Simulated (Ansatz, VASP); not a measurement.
## GaSb: VASP beside Ansatz

```
Ga Sb
1.0
     0.00000    3.06860    3.06860
     3.06860    0.00000    3.06860
     3.06860    3.06860    0.00000
Ga Sb
1 1
Direct
  0.00000 0.00000 0.00000
  0.25000 0.25000 0.25000
```

Alike in both runs: task relaxation of cell and atoms; functional LDA; k mesh 10 × 10 × 10; occupations gaussian, width 0.1 eV; no spin polarisation.

|  | VASP | Ansatz |
| --- | --- | --- |
| version | VASP 6.6.1 | Ansatz 0.2.0 |
| potentials or method | VASP PAW LDA potentials, release 64 (Ga_d, Sb), cutoff 600 eV | scalar-relativistic, plane waves, PAW |
| valence electrons in the cell | 18 | 28 |

Ansatz gave:

| Property | Result |
| --- | --- |
| gap on the k mesh at the Fermi level, each at its own relaxed structure (eV) | 0.07 |
| relaxed volume (Å³/atom) | 27.67 |
| relaxed cell length with the largest relative difference (Å) | 4.277 |

**Question.** Which values does VASP return?

**Answer.** gap on the k mesh at the Fermi level, each at its own relaxed structure (eV): 0.09; relaxed volume (Å³/atom): 27.76; relaxed cell length with the largest relative difference (Å): 4.282.

Ansatz warns that its potentials were made for another functional, while VASP's fit it. LDA's correlation is that of Perdew and Zunger in VASP and of Perdew and Wang (1992) in Ansatz. VASP's potentials hold 18 valence electrons a cell and Ansatz's 28, so a difference there can come from the potentials and not from the codes.

Spin-orbit coupling is off throughout.
